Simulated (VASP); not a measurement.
# SnO in VASP: single point with PBE+D3(BJ)

Aim: the single point of SnO with PBE+D3(BJ).

All numbers are computed with VASP 6.6.1; they aren't measurements. Logs are shortened: lines on timing, memory, paths and dates and some standing lists are left out, and cuts for length are marked.

### 1 The cell of the first run

The cell holds a slab with vacuum, 8 atoms: a = 3.820 Å, b = 3.820 Å, c = 22.226 Å, α = 90.00°, β = 90.00°, γ = 90.00°.

### 2 Single point, PBE+D3(BJ)

The input, INCAR:

```
ALGO = Normal
DIPOL = 0.5 0.5 0.399
EDIFF = 1E-7
ENCUT = 520
GGA = PE
IDIPOL = 3
ISIF = 2
ISMEAR = 0
IVDW = 12
LASPH = T
LCHARG = F
LDIPOL = T
LREAL = F
LWAVE = F
NBANDS = 50
NELM = 60
PREC = Accurate
SIGMA = 0.05
```

The input, KPOINTS:

```
k-points
0
Gamma
  7 7 1
```

The input, POSCAR:

```
SnO
1.0
    3.8201526697      0.0002954396      0.0000000000
   -0.0003145245      3.8201526682      0.0000000000
    0.0000000000      0.0000000000     22.2260755522
Sn O
4 4
Direct
    0.9999453086      0.9999453086      0.2024648926
    0.4999453086      0.4999453086      0.3087831570
    0.4999453086      0.9999453086      0.4887519504
    0.9999453086      1.4999453086      0.5950702148
    0.9999461247      0.4999461247      0.2556240248
    0.4999461247      0.9999461247      0.2556240248
    0.4999444925      1.4999444925      0.5419110826
    0.9999444925      0.9999444925      0.5419110826
```

Potentials or basis: VASP PAW PBE potentials, release 64 (Sn_d, O).

On the command line:

```bash
> cat potpaw_PBE.64/Sn_d/POTCAR potpaw_PBE.64/O/POTCAR > POTCAR
> mpirun -np 1 vasp_std > vasp.out
```

OUTCAR:

```text
EDIFF = 1E-7
   ENCUT = 520
   GGA = PE
   ISIF = 2
   ISMEAR = 0
   IVDW = 12
   LASPH = T
   LREAL = F
   NELM = 60
   PREC = Accurate
 IVDW          = 12

 ion  position               nearest neighbor table
   1  1.000  1.000  0.202-   6 2.25   5 2.25   6 2.25   5 2.25   2 3.59   2 3.59   2 3.59   2 3.59

   2  0.500  0.500  0.309-   5 2.25   6 2.25   5 2.25   6 2.25   1 3.59   1 3.59   1 3.59   1 3.59

   3  0.500  1.000  0.489-   8 2.25   7 2.25   8 2.25   7 2.25   4 3.59   4 3.59   4 3.59   4 3.59

   4  1.000  0.500  0.595-   7 2.25   8 2.25   7 2.25   8 2.25   3 3.59   3 3.59   3 3.59   3 3.59

   5  1.000  0.500  0.256-   2 2.25   1 2.25   2 2.25   1 2.25
   6  0.500  1.000  0.256-   1 2.25   2 2.25   1 2.25   2 2.25
   7  0.500  0.500  0.542-   4 2.25   3 2.25   4 2.25   3 2.25
   8  1.000  1.000  0.542-   3 2.25   4 2.25   3 2.25   4 2.25

  LATTYP: Found a simple tetragonal cell.
 ALAT       =     3.8201526811
 C/A-ratio  =     5.8181118420

  Lattice vectors:

 A1 = (   3.8201526697,   0.0002954396,   0.0000000000)
 A2 = (  -0.0003145245,   3.8201526682,   0.0000000000)
 A3 = (   0.0000000000,   0.0000000000,  22.2260755522)

Analysis of symmetry for initial positions (statically):
=====================================================================
 Subroutine PRICEL returns:
 Original cell was already a primitive cell.

 Routine SETGRP: Setting up the symmetry group for a
 simple tetragonal supercell.

 Subroutine GETGRP returns: Found  8 space group operations
 (whereof  1 operations were pure point group operations)
 out of a pool of 16 trial point group operations.

The static configuration has the point symmetry C_1 .
 The point group associated with its full space group is D_2h.

Analysis of symmetry for dynamics (positions and initial velocities):
=====================================================================
 Subroutine PRICEL returns:
 Original cell was already a primitive cell.

 Routine SETGRP: Setting up the symmetry group for a
 simple tetragonal supercell.

 Subroutine GETGRP returns: Found  8 space group operations
 (whereof  1 operations were pure point group operations)
 out of a pool of 16 trial point group operations.

The dynamic configuration has the point symmetry C_1 .
 The point group associated with its full space group is D_2h.

 Subroutine INISYM returns: Found  8 space group operations
 (whereof  1 operations are pure point group operations),
 and found     1 'primitive' translations

----------------------------------------------------------------------------------------

                                     Primitive cell

  volume of cell :     324.3577

  direct lattice vectors                    reciprocal lattice vectors
     3.820152670  0.000295440  0.000000000     0.261769641  0.000021552  0.000000000
    -0.000314525  3.820152668  0.000000000    -0.000020245  0.261769641  0.000000000
     0.000000000  0.000000000 22.226075552     0.000000000  0.000000000  0.044992198

  length of vectors
     3.820152681  3.820152681 22.226075552     0.261769642  0.261769642  0.044992198

  position of ions in fractional coordinates (direct lattice)
     0.999945309  0.999945309  0.202464893
     0.499945309  0.499945309  0.308783157
     0.499945309  0.999945309  0.488751950
     0.999945309  0.499945309  0.595070215
     0.999946125  0.499946125  0.255624025
     0.499946125  0.999946125  0.255624025
     0.499944492  0.499944492  0.541911083
     0.999944492  0.999944492  0.541911083

  ion indices of the primitive-cell ions
   primitive index   ion index
                 1           1
                 2           2
                 3           3
                 4           4
                 5           5
                 6           6
                 7           7
                 8           8

----------------------------------------------------------------------------------------

 KPOINTS: k-points

Automatic generation of k-mesh.
 Grid dimensions read from file:
 generate k-points for:    7    7    1

 Generating k-lattice:

  Cartesian coordinates                     Fractional coordinates (reciprocal lattice)
     0.037395663  0.000003079  0.000000000     0.142857143  0.000000000  0.000000000
    -0.000002892  0.037395663  0.000000000     0.000000000  0.142857143  0.000000000
     0.000000000  0.000000000  0.044992198     0.000000000  0.000000000  1.000000000

  Length of vectors
     0.037395663  0.037395663  0.044992198

  Shift w.r.t. Gamma in fractional coordinates (k-lattice)
     0.000000000  0.000000000  0.000000000

 Subroutine IBZKPT returns following result:
 ===========================================

 Found     16 irreducible k-points:

 Following reciprocal coordinates:
            Coordinates               Weight
  0.000000  0.000000  0.000000      1.000000
  0.142857 -0.000000  0.000000      2.000000
  0.000000  0.142857  0.000000      2.000000
  0.285714  0.000000  0.000000      2.000000
 -0.000000  0.285714  0.000000      2.000000
  0.428571 -0.000000  0.000000      2.000000
[... 8 lines left out ...]
 -0.285714  0.428571  0.000000      4.000000
  0.428571  0.428571  0.000000      4.000000
   k-points           NKPTS =     16   k-points in BZ     NKDIM =     16   number of bands    NBANDS=     50
   number of dos      NEDOS =    301   number of ions     NIONS =      8
   total plane-waves  NPLWV = 131712
   dimension x,y,z NGX =    28 NGY =   28 NGZ =  168
   dimension x,y,z NGXF=    56 NGYF=   56 NGZF=  336
   ions per type =               4   4
   NGX,Y,Z   is equivalent  to a cutoff of  12.19, 12.19, 12.57 a.u.
   NGXF,Y,Z  is equivalent  to a cutoff of  24.37, 24.37, 25.13 a.u.
 SYSTEM =  unknown system
   PREC   = accura    normal or accurate (medium, high low for compatibility)
   ISTART =      0    job   : 0-new  1-cont  2-samecut
   ICHARG =      2    charge: 1-file 2-atom 10-const
   ISPIN  =      1    spin polarized calculation?
   LNONCOLLINEAR =      F non collinear calculations
   LSORBIT =      F    spin-orbit coupling
   LASPH  =      T    aspherical Exc in radial PAW
   ENCUT  =  520.0 eV  38.22 Ry    6.18 a.u.   7.10  7.10 41.33*2*pi/ulx,y,z
   NELM   =     60;   NELMIN=  2; NELMDL= -5     # of ELM steps
   EDIFF  = 0.1E-06   stopping-criterion for ELM
   LREAL  =      F    real-space projection
   EDIFFG = 0.1E-05   stopping-criterion for IOM
   NSW    =      0    number of steps for IOM
   IBRION =     -1    ionic relax: 0-MD 1-quasi-New 2-CG
   NFREE  =      0    steps in history (QN), initial steepest desc. (CG)
   ISIF   =      2    stress and relaxation
   ISYM   =      2    0-nonsym 1-usesym 2-fastsym
   POTIM  = 0.5000    time-step for ionic-motion
   TEBEG  =    0.0;   TEEND  =   0.0 temperature during run
   PSTRESS=    0.0 pullay stress
   NELECT =      80.0000    total number of electrons
   NUPDOWN=      -1.0000    fix difference up-down
   EMIN   =  10.00;   EMAX   =-10.00  energy-range for DOS
   EFERMI =   0.00;   METHOD = LEGACY
   ISMEAR =     0;   SIGMA  =   0.05  broadening in eV -4-tet -1-fermi 0-gaus
   EFERMI_NEDOS =   21; number of points for ismear=-14 and -15
   IALGO  =     38    algorithm
   IMIX   =      4    mixing-type and parameters
     AMIX     =   0.40;   BMIX     =  1.00
     AMIX_MAG =   1.60;   BMIX_MAG =  1.00
  volume/ion in A,a.u.               =      40.54       273.61
  Fermi-wavevector in a.u.,A,eV,Ry     =   1.026668  1.940121 14.341186  1.054047
  Thomas-Fermi vector in A             =   2.160573
   LORBIT       =      0    0 simple, 1 ext, 2 COOP (PROOUT), +10 PAW based schemes
   GGA     = PE    functional components
   LHFCALC =     F    Hartree Fock is set to
   AEXX    =    0.0000 exact exchange contribution
   IVDW    =    12    specifies the selected vdW correction
   LEPSILON=     F    determine dielectric tensor
   LRPA    =     F    only Hartree local field effects (RPA)
 non-spin polarized calculation
 Gauss-broadening in eV      SIGMA  =   0.05
  energy-cutoff  :      520.00
  volume of cell :      324.36
 maximum number of plane-waves:      8769
   NGX = 15   NGY = 15   NGZ = 83

 dipolmoment           0.000000      0.000000     -0.000001 electrons x Angstroem

 number of electron      79.9999970 magnetization

 dipolmoment           0.000000      0.000000      0.000000 electrons x Angstroem

 Free energy of the ion-electron system (eV)
  ---------------------------------------------------
  ext. energy  EPLUGINS =         0.00000000
  ---------------------------------------------------
  free energy    TOTEN  =       -45.16912551 eV

  energy without entropy =      -45.16912551  energy(sigma->0) =      -45.16912551

 E-fermi :   0.0749     XC(G=0):  -5.2950

 val. band max:       -0.1487436840   @ k =   0.1429  -0.0000   0.0000
 cond. band min:       2.1720144004   @ k =   0.4286  -0.0000   0.0000
 fundamental gap:      2.3207580844
 Fermi energy:         0.0748828424

 k-point     1 :       0.0000    0.0000    0.0000
  band No.  band energies     occupation
      1     -21.0539      2.00000
      2     -21.0539      2.00000
      3     -20.6934      2.00000
      4     -20.6933      2.00000
      5     -20.6561      2.00000
      6     -20.6557      2.00000
[... 42 lines left out ...]
     49       5.2510      0.00000
     50       5.2603      0.00000

 k-point     2 :       0.1429   -0.0000    0.0000
  band No.  band energies     occupation
      1     -21.0450      2.00000
      2     -21.0449      2.00000
      3     -20.6940      2.00000
      4     -20.6939      2.00000
      5     -20.6575      2.00000
      6     -20.6564      2.00000
[... 734 lines left out ...]
 k-point    16 :       0.4286    0.4286    0.0000
  band No.  band energies     occupation
      1     -20.9947      2.00000
      2     -20.9946      2.00000
      3     -20.9807      2.00000
      4     -20.9807      2.00000
      5     -20.6606      2.00000
      6     -20.6605      2.00000
[... 42 lines left out ...]
     49       6.3697      0.00000
     50       6.3852      0.00000

------------------------ aborting loop because EDIFF is reached ----------------------------------------

 vacuum level on the upper side and lower side of the slab       (xc-potential included)        -0.131        -0.131

 Edisp (eV)   -1.25536

 E8    (eV) :    -0.5552

  FORCE on cell =-STRESS in cart. coord.  units (eV):
  Direction    XX          YY          ZZ          XY          YZ          ZX
  --------------------------------------------------------------------------------------
  -------------------------------------------------------------------------------------
  Total       0.18692     0.31239    -0.07937    -0.00001     0.00000     0.00000
  in kB       0.92328     1.54304    -0.39203    -0.00006     0.00000     0.00000
  external pressure =        0.69 kB  Pullay stress =        0.00 kB

 VOLUME and BASIS-vectors are now :
 -----------------------------------------------------------------------------
  energy-cutoff  :      520.00
  volume of cell :      324.36
      direct lattice vectors                 reciprocal lattice vectors
     3.820152670  0.000295440  0.000000000     0.261769641  0.000021552  0.000000000
    -0.000314525  3.820152668  0.000000000    -0.000020245  0.261769641  0.000000000
     0.000000000  0.000000000 22.226075552     0.000000000  0.000000000  0.044992198

 POSITION                                       TOTAL-FORCE (eV/Angst)
 -----------------------------------------------------------------------------------
      3.81963      3.82024      4.50000         0.000000      0.000000     -0.078926
      1.90971      1.91002      6.86304         0.000000      0.000000      0.123036
      1.90955      3.82009     10.86304         0.000000      0.000000     -0.123036
      3.81979      1.91016     13.22608         0.000000      0.000000      0.078926
      3.81979      1.91017      5.68152         0.000000     -0.000000      0.010259
      1.90956      3.82009      5.68152        -0.000000      0.000000      0.008484
      1.90971      1.91001     12.04456         0.000000     -0.000000     -0.008484
      3.81963      3.82024     12.04456         0.000000      0.000000     -0.010259
 -----------------------------------------------------------------------------------
    total drift:                               -0.000003     -0.000003      0.000001

  FREE ENERGIE OF THE ION-ELECTRON SYSTEM (eV)
  ---------------------------------------------------
  free  energy   TOTEN  =       -46.4244903265 eV

  energy  without entropy=      -46.4244903265  energy(sigma->0) =      -46.42449033

 vacuum level on the upper side and lower side of the slab         4.813         4.813
```

It took 4.2 min on 1 thread of Intel Xeon Platinum 8488C (Sapphire Rapids), shared host; peak memory 0.45 GiB.

What came out:

```yaml
Free_energy: -46.4245 eV
Largest_force: 0.123 eV/Å
Band_gap_on_the_k_mesh: 2.32 eV, indirect (least direct gap 2.53 eV)
Dispersion_energy_per_atom: -0.157 eV
```

Forces in eV/Å, atoms in the order of the input:
```
Sn   0.000  0.000 -0.079
Sn   0.000  0.000  0.123
Sn   0.000  0.000 -0.123
Sn   0.000  0.000  0.079
O    0.000  0.000  0.010
O    0.000  0.000  0.008
O    0.000  0.000 -0.008
O    0.000  0.000 -0.010
```

Levels at points of the mesh, in eV from the valence-band top:
```tsv
k point	band 37	band 38	band 39	band 40	band 41	band 42	band 43	band 44
(0.00, 0.00, 0.00)	-2.00	-2.00	-0.69	-0.03	2.49	2.81	2.82	3.87
```

Caveat: spin-orbit coupling is left out, which moves the levels of the heavy elements.
